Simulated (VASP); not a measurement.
**Ti2NbC3: single point with PBE**

Ti2NbC3:

```xyz
6
Lattice="0.0000 4.2282 3.0146 3.0221 0.0000 3.0146 3.0221 4.2282 0.0000" Properties=species:S:1:pos:R:3 pbc="T T T"
Ti    4.5332    6.3423    4.5219
Ti    1.5111    2.1141    1.5073
Nb    0.0000    0.0000    0.0000
C     1.5111    0.0000    1.5073
C     1.5111    4.2282    1.5073
C     3.0221    4.2282    3.0146
```

```json
{"Program": "VASP 6.6.1", "Task": "single point", "Functional": "PBE", "Potentials or basis": "VASP PAW PBE potentials, release 64 (Ti_sv, Nb_sv, C)", "Cutoff": "520 eV", "k mesh": "4 × 4 × 4", "Occupations": "gaussian, width 0.1 eV", "Spin": "no spin polarisation"}
```

```json
{
  "Pressure": "-0.3 GPa"
}
```

Stress tensor (GPa, compression positive):
```
-0.60  0.00  0.00
 0.00  0.21  0.00
 0.00  0.00 -0.45
```

Levels at points of the mesh, in eV from the Fermi level:
| k point | band 23 | band 24 | band 25 | band 26 | band 27 | band 28 |
| --- | --- | --- | --- | --- | --- | --- |
| (0.00, 0.00, 0.00) | -0.46 | -0.45 | -0.18 | -0.16 | 1.49 | 2.29 |
| (0.50, 0.00, 0.00) | -0.40 | -0.25 | 0.56 | 0.69 | 0.72 | 1.36 |
| (0.50, 0.50, 0.00) | -0.74 | -0.12 | 0.18 | 0.32 | 0.97 | 1.37 |
| (0.50, 0.00, 0.50) | -0.59 | -0.57 | -0.44 | -0.14 | 0.43 | 1.76 |
| (0.00, 0.50, 0.50) | -0.73 | -0.13 | 0.19 | 0.32 | 0.98 | 1.35 |

Wall time 40 s on 1 thread of AMD EPYC 9R45 96-Core Processor (Zen 5) (shared host), peak memory 0.2 GiB.

Caveat: the k points lie up to 0.41 Å⁻¹ apart.
